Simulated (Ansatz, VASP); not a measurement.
# SnO2: VASP beside Ansatz

```xyz
6
Lattice="4.7056 0.0000 0.0000 0.0000 4.7056 0.0000 0.0000 0.0000 3.1650" Properties=species:S:1:pos:R:3 pbc="T T T"
Sn    0.0000    0.0000    0.0000
Sn    2.3528    2.3528    1.5825
O     1.4381    1.4381    0.0000
O     0.9147    3.7909    1.5825
O     3.2674    3.2674    0.0000
O     3.7909    0.9147    1.5825
```

Change from the starting cell: volume scaled by 0.98.

Alike in both runs: task single point; functional LDA; k mesh 4 × 4 × 6; occupations fermi-dirac, width 0.03 eV; no spin polarisation.

|  | VASP | Ansatz |
| --- | --- | --- |
| version | VASP 6.6.1 | Ansatz 0.2.0 |
| potentials or method | VASP PAW LDA potentials, release 64 (Sn_d, O), cutoff 520 eV | all-electron LAPW, scalar-relativistic |

VASP gave:

| Item | Value |
| --- | --- |
| gap on the k mesh at the Fermi level (eV) | 1.38 |
| pressure (GPa) | 4.6 |
| traceless stress, the component that is largest in VASP (GPa) | 1.53 |
| rms of the force components (eV/Å) | 0.011 |

**Question.** What did Ansatz give for the same quantities?

**Answer.** gap on the k mesh at the Fermi level (eV): 1.35; pressure (GPa): 3.6; traceless stress, the component that is largest in VASP (GPa): 1.23; rms of the force components (eV/Å): 0.001.

LDA's correlation is that of Perdew and Zunger in VASP and of Perdew and Wang (1992) in Ansatz. Atom by atom the forces differ by 0.011 eV/Å (rms over components). Ansatz ran all-electron here, and VASP with PAW potentials.
